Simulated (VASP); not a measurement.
# H2C2O3: single point with PBEsol

H2C2O3:

```
CELL_PARAMETERS angstrom
7.13349 0.00000 0.00000
0.00000 7.13349 0.00000
0.00000 0.00000 7.13349
ATOMIC_POSITIONS crystal
O 0.63645 0.95141 0.80788
O 0.91149 0.95214 0.92151
O 0.57788 0.75947 0.10497
O 0.31021 0.90941 0.05314
O 0.94017 0.36495 0.84493
O 0.17613 0.31554 0.00962
O 0.91025 0.26699 0.49611
O 0.96829 0.83171 0.36116
O 0.48550 0.29146 0.54529
C 0.80157 0.99579 0.79930
C 0.40109 0.75514 0.10172
C 0.11215 0.41490 0.88721
C 0.06924 0.28830 0.46795
C 0.81514 0.79522 0.38112
C 0.43538 0.40908 0.43991
H 0.40718 0.99087 0.00785
H 0.83209 0.06210 0.65411
H 0.59908 0.85870 0.93479
H 0.29915 0.67350 0.15730
H 0.95371 0.21863 0.89925
H 0.16121 0.52783 0.77301
```

```
Program                : VASP 6.6.1
Task                   : single point
Functional             : PBEsol
Potentials or basis    : VASP PAW PBE potentials, release 64 (O, C, H)
Cutoff                 : 520 eV
k mesh                 : 1 × 1 × 1
Occupations            : fermi-dirac, width 0.02 eV
Spin                   : no spin polarisation
Dipole correction      : no
Further INCAR settings : LREAL = Auto; ALGO = Normal; EDIFF = 1e-06; NBANDS = 58
```

| Property | Result |
| --- | --- |
| Pressure | 1.9 GPa |
| Largest force | 7.463 eV/Å |

Forces in eV/Å, atoms in the order of the input:
```
O   -7.085 -2.226  0.744
O    2.585  0.795  1.105
O   -1.841 -1.411 -0.913
O   -0.797 -0.891 -0.294
O   -1.302 -2.121 -0.544
O    3.440  0.739  1.041
O    2.183  0.470 -1.097
O    1.343  0.260 -0.296
O   -0.983  2.770 -2.488
C    3.034  0.450 -2.180
C    2.799  3.980  0.026
C   -0.965 -0.052 -1.276
C   -2.331 -0.327  0.170
C   -1.203 -0.334  0.446
C    1.303 -2.645  2.470
H    0.488  1.667 -0.565
H    0.138 -0.266  1.492
H    1.734  1.101 -0.932
H   -1.691 -3.459  1.493
H   -0.928  2.406 -0.457
H    0.079 -0.906  2.053
```

Stress tensor (GPa, compression positive):
```
 6.85  2.01  1.48
 2.01 -1.20  1.64
 1.48  1.64 -0.08
```

Levels at points of the mesh, in eV from the Fermi level:
| k point | band 38 | band 39 | band 40 | band 41 | band 42 | band 43 | band 44 | band 45 | band 46 | band 47 |
| --- | --- | --- | --- | --- | --- | --- | --- | --- | --- | --- |
| (0.00, 0.00, 0.00) | -1.71 | -1.68 | -1.56 | -0.66 | -0.48 | 2.97 | 3.14 | 3.39 | 3.82 | 4.11 |

It took 21 s on 1 thread of Intel(R) Xeon(R) 6975P-C (Granite Rapids) (shared host), peak memory 0.36 GiB.

Caveat: the k points lie up to 0.88 Å⁻¹ apart; the atoms stand as in a frame of molecular dynamics; the PAW data sets were made with another functional, which shifts forces and pressure a little.
